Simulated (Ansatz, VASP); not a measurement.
**One calculation of Au, two programs**

The input INCAR:

```
PREC = Accurate
ENCUT = 520
EDIFF = 1E-7
ISMEAR = 0
SIGMA = 0.1
LREAL = False
LASPH = True
NELM = 60
ALGO = Normal
ISIF = 2
LWAVE = False
LCHARG = False
LDIPOL = True
IDIPOL = 3
DIPOL = 0.5 0.5 0.500
GGA = PS
NBANDS = 24
```

The input KPOINTS:

```
Automatic mesh
0
Gamma
  14 14 1
```

The input POSCAR:

```
Au
1.0
    2.8200300622      0.0000000000      0.0000000000
   -1.4100150311      2.5170030989      0.0000000000
    0.0000000000      0.0000000000     19.8006775662
Au
3
Direct
    0.3361360490      0.6722720980      0.3787749169
    0.6638639510      0.3277279020      0.5000000000
    0.3361360490      0.6722720980      0.6212250831
```

Input for Ansatz:

```yaml
crystal:
  lattice:
    - [2.8200300622, 0.0, 0.0]
    - [-1.4100150311, 2.5170030989, 0.0]
    - [0.0, 0.0, 19.8006775662]
  atoms:
    - { symbol: Au, position: [0.336136049, 0.672272098, 0.3787749169] }
    - { symbol: Au, position: [0.663863951, 0.327727902, 0.5] }
    - { symbol: Au, position: [0.336136049, 0.672272098, 0.6212250831] }
basis:
  ecutwfc: 420
kpoints:
  mp_grid: { grid: [14, 14, 1] }
hamiltonian:
  xc: pbesol
scf:
  occupations: { method: gaussian, width: 0.1 }
output:
  forces: true
  stress: true
  eigenvalues: true
  write_density: true
  write_potential: true
  elf: true
  volumetric_format: npy
efield:
  axis: 3
  dipole_correction: true
  ramp_width: 0.04
```

Alike in both runs: task single point; functional PBEsol; k mesh 14 × 14 × 1; occupations gaussian, width 0.1 eV; no spin polarisation.

|  | VASP | Ansatz |
| --- | --- | --- |
| version | VASP 6.6.1 | Ansatz 0.2.0 |
| potentials or method | VASP PAW PBE potentials, release 64 (Au), cutoff 520 eV | scalar-relativistic, plane waves, PAW |
| valence electrons in the cell | 33 | 57 |

```tsv
	VASP	Ansatz	Ansatz less VASP
gap on the k mesh at the Fermi level (eV)	none	none	-
rms of the force components (eV/Å)	0.008	0.012	+0.0040
```

VASP's potentials were made for PBE, not for PBEsol. Atom by atom the forces differ by 0.004 eV/Å (rms over components). A gap of «none» marks a metal or a gap that the smearing closes. VASP's potentials hold 33 valence electrons a cell and Ansatz's 57, so a difference there can come from the potentials and not from the codes. Ansatz's warnings: xc potential rough in thin density.

Spin-orbit coupling is off throughout.
